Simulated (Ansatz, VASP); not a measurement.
# Two plane-wave programs on Si3N4

File POSCAR:

```
Si3N4
1.0
    7.6170000000      0.0000000000      0.0000000000
   -3.8085000000      6.5965155006      0.0000000000
    0.0000000000      0.0000000000      2.9134000000
Si N
6 8
Direct
    0.1740483637      0.7679428862      0.2500000000
    0.4061054775      0.1740483637      0.7500000000
    0.2320571138      0.4061054775      0.2500000000
    0.8259516363      0.2320571138      0.7500000000
    0.5938945225      0.8259516363      0.2500000000
    0.7679428862      0.5938945225      0.7500000000
    0.3333333333      0.6666666667      0.2500000000
    0.6666666667      0.3333333333      0.7500000000
    0.3297879500      0.0300001254      0.2500000000
    0.2997878246      0.3297879500      0.7500000000
    0.9699998746      0.2997878246      0.2500000000
    0.6702120500      0.9699998746      0.7500000000
    0.7002121754      0.6702120500      0.2500000000
    0.0300001254      0.7002121754      0.7500000000
```

Contents of INCAR.step1:

```
  PREC = Accurate
  ENCUT = 520
  ISMEAR = -1
  SIGMA = 0.02
  LREAL = F
  LASPH = T
  NELM = 60
  NBANDS = 45
  GGA = PE
  ALGO = Normal
  EDIFF = 1E-4
  LWAVE = T
  LCHARG = F
```

INCAR.step2

```
  PREC = Accurate
  ENCUT = 520
  EDIFF = 1E-8
  ISMEAR = -1
  SIGMA = 0.02
  LREAL = F
  LASPH = T
  NELM = 60
  ALGO = Normal
  ISIF = 2
  LWAVE = F
  LCHARG = F
  METAGGA = R2SCAN
  LMIXTAU = T
  LEFG = T
  NBANDS = 45
  ISTART = 1
```

Contents of KPOINTS:

```
regular mesh
0
Gamma
  4 4 9
```

Input for Ansatz:

```yaml
crystal:
  lattice:
    - [7.617, 0.0, 0.0]
    - [-3.8085, 6.5965155006, 0.0]
    - [0.0, 0.0, 2.9134]
  atoms:
    - { symbol: Si, position: [0.1740483637, 0.7679428862, 0.25] }
    - { symbol: Si, position: [0.4061054775, 0.1740483637, 0.75] }
    - { symbol: Si, position: [0.2320571138, 0.4061054775, 0.25] }
    - { symbol: Si, position: [0.8259516363, 0.2320571138, 0.75] }
    - { symbol: Si, position: [0.5938945225, 0.8259516363, 0.25] }
    - { symbol: Si, position: [0.7679428862, 0.5938945225, 0.75] }
    - { symbol: "N", position: [0.3333333333, 0.6666666667, 0.25] }
    - { symbol: "N", position: [0.6666666667, 0.3333333333, 0.75] }
    - { symbol: "N", position: [0.32978795, 0.0300001254, 0.25] }
    - { symbol: "N", position: [0.2997878246, 0.32978795, 0.75] }
    - { symbol: "N", position: [0.9699998746, 0.2997878246, 0.25] }
    - { symbol: "N", position: [0.67021205, 0.9699998746, 0.75] }
    - { symbol: "N", position: [0.7002121754, 0.67021205, 0.25] }
    - { symbol: "N", position: [0.0300001254, 0.7002121754, 0.75] }
kpoints:
  mp_grid: { grid: [4, 4, 9] }
scf:
  occupations: { method: fermi_dirac, width: 0.02 }
hamiltonian:
  xc: r2scan
  pseudopotentials: { kind: paw, frozen_core: stored }
output:
  forces: true
  stress: true
  populations: true
  efg: { quadrupole_moments_barn: { "N": 0.02044 } }
  write_density: true
  write_potential: true
  elf: true
  volumetric_format: npy
```

Alike in both runs: task electric field gradients; functional r2SCAN; k mesh 4 × 4 × 9; occupations fermi-dirac, width 0.02 eV; no spin polarisation.

|  | VASP | Ansatz |
| --- | --- | --- |
| version | VASP 6.6.1 | Ansatz 0.2.0 |
| potentials or method | VASP PAW PBE potentials, release 64 (Si, N) | plane-wave PAW, scalar-relativistic |
| plane-wave cutoff (eV) | 520 | 500 |
| valence electrons in the cell | 64 | 64 |

```csv
,VASP,Ansatz,Ansatz less VASP
gap on the k mesh at the Fermi level (eV),4.97,4.97,+0.002
pressure (GPa),-1.8,-2.0,-0.21
"traceless stress, the component that is largest in VASP (GPa)",-0.49,-0.48,+0.010
rms of the force components (eV/Å),0.024,0.025,+0.0010
size of Vzz on the site where it differs most (V/Å²),47.0,52.4,+5.44
```

VASP's potentials were made for PBE, not for r2SCAN. Atom by atom the forces differ by 0.001 eV/Å (rms over components).
